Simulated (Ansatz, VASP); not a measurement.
# NiO: VASP beside Ansatz

INCAR

```
PREC = Accurate ; ENCUT = 600
EDIFF = 1E-6 ; ISMEAR = 0
SIGMA = 0.02 ; LREAL = F
LASPH = T ; NELM = 200
ALGO = Normal ; ISIF = 2
LWAVE = F ; LCHARG = F
ISPIN = 2 ; MAGMOM = 0 2
LORBIT = 11 ; LMAXMIX = 4
LDAU = T ; LDAUTYPE = 2
LDAUL = -1 2 ; LDAUU = 0 6.2
LDAUJ = 0 0 ; LDAUPRINT = 1
GGA = PS ; NBANDS = 23
GGA_COMPAT = F
```

KPOINTS

```
Automatic mesh
0
Gamma
  9 9 9
```

File POSCAR:

```
NiO
1.0
    0.0000000000      2.0885500000      2.0885500000
    2.0885500000      0.0000000000      2.0885500000
    2.0885500000      2.0885500000      0.0000000000
O Ni
1 1
Direct
    0.5000000000      0.5000000000      0.5000000000
    0.0000000000      0.0000000000      0.0000000000
```

Input for Ansatz:

```yaml
crystal:
  lattice:
    - [0.0, 2.08855, 2.08855]
    - [2.08855, 0.0, 2.08855]
    - [2.08855, 2.08855, 0.0]
  atoms:
    - { symbol: O, position: [0.5, 0.5, 0.5] }
    - { symbol: Ni, position: [0.0, 0.0, 0.0], spin: 2.0 }
magnetization:
  spin_polarized: true
hamiltonian:
  xc: pbesol
  pseudopotentials: { kind: paw }
  hubbard: { sites: [{ species: Ni, l: d, u_eff: 6.2 }] }
basis:
  ecutwfc: 420
kpoints:
  mp_grid: { grid: [9, 9, 9] }
scf:
  occupations: { method: gaussian, width: 0.02 }
  lower_state_search: "off"
  algorithm: density_mixing
  max_iter: 60
  mixing: { algorithm: anderson, ndim: 12, beta: 1.0, preconditioner: none }
output:
  forces: true
  stress: true
```

Alike in both runs: task single point; functional PBEsol; k mesh 9 × 9 × 9; occupations gaussian, width 0.02 eV; collinear spin; Hubbard terms Ni d U = 6.2 eV.

```csv
,VASP,Ansatz
version,VASP 6.6.1,Ansatz 0.2.0
potentials or method,"VASP PAW PBE potentials, release 64 (O, Ni_sv_GW), cutoff 600 eV","PAW, plane waves, scalar-relativistic"
valence electrons in the cell,24,24
```

Ansatz gave:

* pressure (GPa): 3.4
* net moment per atom (μB): 1.00
* size of the moment on the site where the two differ most (μB): 1.71

Q: Estimate VASP's values.

A: Pressure (GPa): -1.0; net moment per atom (μB): 1.00; size of the moment on the site where the two differ most (μB): 1.78.

VASP's potentials were made for PBE, not for PBEsol. Site moments also hang on the region over which each program counts them. The programs project onto different local orbitals, so the same U acts differently, and such runs can settle in different states. Ansatz's warnings: stability check not made.
